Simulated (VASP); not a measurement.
Ca2Zn, 6 atoms in the cell. Symmetry: P4_2/mnm, No. 136, tetragonal system. Conventional cell: a = 7.323 Å, b = 7.323 Å, c = 3.877 Å, α = 90.00°, β = 90.00°, γ = 90.00°. Within 3.9 Å of Ca (site symmetry m2m) lie 3 Zn at 2.92 to 2.97 Å and 2 Ca at 3.88 Å. Zn (site symmetry mmm) has 6 Ca at 2.92 to 2.97 Å and 2 Zn at 3.88 Å within 3.9 Å. 

- Program: VASP 6.6.1
- Task: single point
- Functional: LDA
- Potentials or basis: VASP PAW LDA potentials, release 64 (Ca_sv, Zn)
- Cutoff: 520 eV
- k mesh: 3 × 3 × 6
- Occupations: fermi-dirac, width 0.05 eV
- Spin: no spin polarisation
- Dipole correction: no
- Further INCAR settings: ALGO = Normal; EDIFF = 1e-06; NBANDS = 41

Potentials or basis: VASP PAW LDA potentials, release 64 (Ca_sv, Zn).

The run is started by

```sh
$ cat potpaw_LDA.64/Ca_sv/POTCAR potpaw_LDA.64/Zn/POTCAR > POTCAR
$ mpirun -np 1 vasp_std > vasp.out
```

Hardware: 1 thread of Intel Xeon 8259CL (shared host).

Problem. How long does it take, and how much memory?

Solution. Wall time 3.5 min on 1 thread of Intel Xeon 8259CL, with other jobs on the host, peak memory 0.24 GiB. Counts: scf iterations 12, k points 12.
